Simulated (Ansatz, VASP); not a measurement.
Sb in VASP and in Ansatz

```
Sb
1.0
     0.00000    2.94698    2.94698
     2.94698    0.00000    2.94698
     2.94698    2.94698    0.00000
Sb
2
Direct
  0.87500 0.87500 0.87500
  0.12500 0.12500 0.12500
```

Change from the starting cell: volume scaled by 0.6, PAW files.

Alike in both runs: task single point; functional PBE; k mesh 10 × 10 × 10; occupations fermi-dirac, width 0.08 eV; no spin polarisation.

```csv
,VASP,Ansatz
version,VASP 6.6.1,Ansatz 0.2.0
potentials or method,"VASP PAW PBE potentials, release 64 (Sb)","PAW with Ansatz's default frozen-core files, scalar-relativistic"
plane-wave cutoff (eV),500,420
valence electrons in the cell,10,30
```

Ansatz gave:

```
pressure (GPa) : 44.8
```

Task: Which values does VASP return?

Result: Pressure (GPa): 45.5.

Both programs put the cell under a high pressure, so it lies far from rest at this level. VASP's potentials hold 10 valence electrons a cell and Ansatz's 30, so a difference there can come from the potentials and not from the codes.

Spin-orbit coupling is off throughout.
